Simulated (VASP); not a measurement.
Input of a VASP 6.6.1 run:

INCAR

```
SYSTEM = HfO2
PREC = Accurate
ENCUT = 520
EDIFF = 1E-6
ISMEAR = 0
SIGMA = 0.02
LREAL = .FALSE.
LASPH = .TRUE.
NELM = 60
ALGO = Normal
ISIF = 2
LWAVE = .FALSE.
LCHARG = .FALSE.
GGA = PE
NBANDS = 31
```

Contents of KPOINTS:

```
Automatic mesh
0
G
  6 6 4
  0 0 0
```

POSCAR

```
HfO2
1.0
    3.4833058967      0.0000000000      0.0000000000
    0.0000000000      3.4833058967      0.0000000000
    0.0000000000      0.0000000000      4.9597025709
Hf O
2 4
Direct
    0.5000000000      0.5000000000      0.5000000000
    0.0000000000      0.0000000000      0.0000000000
    0.0000000000      0.5000000000      0.7220874895
    0.5000000000      0.0000000000      0.7779125105
    0.5000000000      0.0000000000      0.2779125105
    0.0000000000      0.5000000000      0.2220874895
```

Potentials or basis: VASP PAW PBE potentials, release 64 (Hf_pv, O).

Run with:

```sh
$ cat potpaw_PBE.64/Hf_pv/POTCAR potpaw_PBE.64/O/POTCAR > POTCAR
$ mpirun -np 1 vasp_std > vasp.out
```

(1) What does it give for the largest force?

(2) Estimate the band gap on the k mesh.

(3) Predict the pressure.

Results:

(1) 0.012 eV/Å.

(2) 4.51 eV.

(3) 26.7 GPa.

Caveat: the cell stands under pressure; spin-orbit coupling is left out, which moves the levels of the heavy elements.
